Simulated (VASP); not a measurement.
Input of a VASP 6.6.1 run:

The input INCAR:

```
PREC = Accurate ; ENCUT = 520
EDIFF = 1E-6 ; ISMEAR = 0
SIGMA = 0.15 ; LREAL = F
LASPH = T ; NELM = 150
ALGO = Fast ; ISIF = 2
LWAVE = F ; LCHARG = F
ISPIN = 2 ; MAGMOM = 0 0.125 0.125 0.125
LORBIT = 11 ; NUPDOWN = 0.375
LMAXMIX = 4 ; NBANDS = 28
```

Contents of KPOINTS:

```
Automatic mesh
0
Gamma
  14 14 14
```

POSCAR

```
AlNi3
1.0
    0.0000000000      2.6522942041      2.6522942041
    2.6522942041      0.0000000000      2.6522942041
    2.6522942041      2.6522942041      0.0000000000
Al Ni
1 3
Direct
    0.5000000000      0.5000000000      0.5000000000
    0.2500000000      0.2500000000      0.2500000000
    0.0000000000      0.0000000000      0.0000000000
    0.7500000000      0.7500000000      0.7500000000
```

Potentials or basis: VASP PAW LDA potentials, release 64 (Al, Ni).

The run is started by

```sh
$ cat potpaw_LDA.64/Al/POTCAR potpaw_LDA.64/Ni/POTCAR > POTCAR
$ mpirun -np 1 vasp_std > vasp.out
```

What does it give for the pressure?

38.0 GPa.

Caveat: the cell stands under pressure; the total moment is fixed, so each spin has its own Fermi level and the state may be an excited one.
